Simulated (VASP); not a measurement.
## Hf2N: single point with PBEsol

Hf2N:

```
CELL_PARAMETERS angstrom
0.00000 -5.29554 0.00000
0.00000 0.00000 -3.22745
10.59108 0.00000 0.00000
ATOMIC_POSITIONS crystal
Hf 0.70454 0.00000 0.14773
Hf 0.70454 0.00000 0.64773
Hf 0.29546 0.00000 0.35227
Hf 0.29546 0.00000 0.85227
Hf 0.79546 0.50000 0.39773
Hf 0.79546 0.50000 0.89773
Hf 0.20454 0.50000 0.10227
Hf 0.20454 0.50000 0.60227
N 0.00000 0.00000 0.00000
N 0.00000 0.00000 0.50000
N 0.50000 0.50000 0.25000
N 0.50000 0.50000 0.75000
```

- Program: VASP 6.6.1
- Task: single point
- Functional: PBEsol
- Potentials or basis: VASP PAW PBE potentials, release 64 (Hf_pv, N)
- Cutoff: 520 eV
- k mesh: 9 × 14 × 5
- Occupations: gaussian, width 0.15 eV
- Spin: no spin polarisation
- Dipole correction: no
- Further INCAR settings: ALGO = Normal; EDIFF = 1e-06; NBANDS = 62

The pressure is -1.0 GPa and the largest force is 0.003 eV/Å. The band gap on the k mesh is zero (bands 50 and 51 overlap by 2.12 eV).

Forces on the atoms (eV/Å):
```
Hf  -0.002 -0.003  0.000
Hf  -0.002 -0.003  0.000
Hf   0.002  0.003  0.000
Hf   0.002  0.003  0.000
Hf  -0.002  0.003  0.000
Hf  -0.002  0.003  0.000
Hf   0.002 -0.003  0.000
Hf   0.002 -0.003  0.000
N    0.000  0.000  0.000
N    0.000  0.000  0.000
N    0.000  0.000  0.000
N    0.000  0.000  0.000
```

Stress tensor (GPa, compression positive):
```
-0.92  0.00  0.00
 0.00 -0.91  0.00
 0.00  0.00 -1.12
```

Levels at points of the mesh, in eV from the Fermi level:
| k point | band 47 | band 48 | band 49 | band 50 | band 51 | band 52 | band 53 | band 54 |
| --- | --- | --- | --- | --- | --- | --- | --- | --- |
| (0.00, 0.00, 0.00) | -0.09 | 0.79 | 1.05 | 1.13 | 1.13 | 1.44 | 1.44 | 1.57 |
| (0.00, 0.50, 0.00) | -1.26 | -1.26 | -1.16 | -1.16 | -0.94 | -0.94 | 1.79 | 1.79 |

Run time: 12 min on 1 thread of Intel(R) Xeon(R) 6975P-C (Granite Rapids), with other jobs on the host, peak memory 0.93 GiB.

Caveat: the PAW data sets were made with another functional, which shifts forces and pressure a little; spin-orbit coupling is left out, which moves the levels of the heavy elements.
